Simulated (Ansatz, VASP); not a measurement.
## One calculation of SnO2, two programs

Contents of INCAR:

```
ALGO = Normal ; EDIFF = 1E-6
ENCUT = 520 ; GGA = PE
ISIF = 2 ; ISMEAR = 0
IVDW = 12 ; LASPH = True
LCHARG = False ; LREAL = False
LWAVE = False ; NBANDS = 35
NELM = 100 ; PREC = Accurate
SIGMA = 0.05
```

The input KPOINTS:

```
k-points
0
Gamma
  12 12 4
```

Contents of POSCAR:

```
SnO2
1.0
    3.2111798104      0.0000000000      0.0000000000
   -1.6055899052      2.7809632919      0.0000000000
    0.0000000000      0.0000000000     10.3330629359
Sn O
2 4
Direct
   -0.1949598692      0.0000000000      0.5000000000
    0.1949598692      0.0000000000      0.0000000000
    0.4692314443      0.3333333333      0.4017901351
    0.8641018891      0.3333333333      0.0982098649
    0.1358981109      0.6666666667      0.5982098649
    0.5307685557      0.6666666667      0.9017901351
```

Input for Ansatz:

```yaml
crystal:
  lattice:
    - [3.2111798104, 0.0, 0.0]
    - [-1.6055899052, 2.7809632919, 0.0]
    - [0.0, 0.0, 10.3330629359]
  atoms:
    - { symbol: Sn, position: [-0.1949598692, 0.0, 0.5] }
    - { symbol: Sn, position: [0.1949598692, 0.0, 0.0] }
    - { symbol: O, position: [0.4692314443, 0.3333333333, 0.4017901351] }
    - { symbol: O, position: [0.8641018891, 0.3333333333, 0.0982098649] }
    - { symbol: O, position: [0.1358981109, 0.6666666667, 0.5982098649] }
    - { symbol: O, position: [0.5307685557, 0.6666666667, 0.9017901351] }
basis:
  ecutwfc: 520.0
kpoints:
  mp_grid: { grid: [12, 12, 4] }
hamiltonian:
  xc: pbe
  dispersion: d3bj
scf:
  occupations: { method: gaussian, width: 0.05 }
output:
  forces: true
  stress: true
  eigenvalues: true
```

Change from the starting cell: mode 1 frozen in at -0.634 Å, equal normal strain along x, y and z +0.0000.

Alike in both runs: task single point; functional PBE; dispersion D3(BJ); k mesh 12 × 12 × 4; occupations gaussian, width 0.05 eV; no spin polarisation.

|  | VASP | Ansatz |
| --- | --- | --- |
| version | VASP 6.6.1 | Ansatz 0.2.0 |
| potentials or method | VASP PAW PBE potentials, release 64 (Sn_d, O), cutoff 520 eV | scalar-relativistic, plane waves, PAW |
| valence electrons in the cell | 52 | 52 |

VASP gave:

```
gap on the k mesh at the Fermi level (eV)                     : 2.17
least direct gap on the mesh (eV)                             : 2.49
pressure (GPa)                                                : 0.3
traceless stress, the component that is largest in VASP (GPa) : -1.30
rms of the force components (eV/Å)                            : 0.063
```

Question: What did Ansatz give for the same quantities?

Answer: gap on the k mesh at the Fermi level (eV): 2.20; least direct gap on the mesh (eV): 2.51; pressure (GPa): -0.2; traceless stress, the component that is largest in VASP (GPa): -0.95; rms of the force components (eV/Å): 0.046.

Atom by atom the forces differ by 0.026 eV/Å (rms over components).
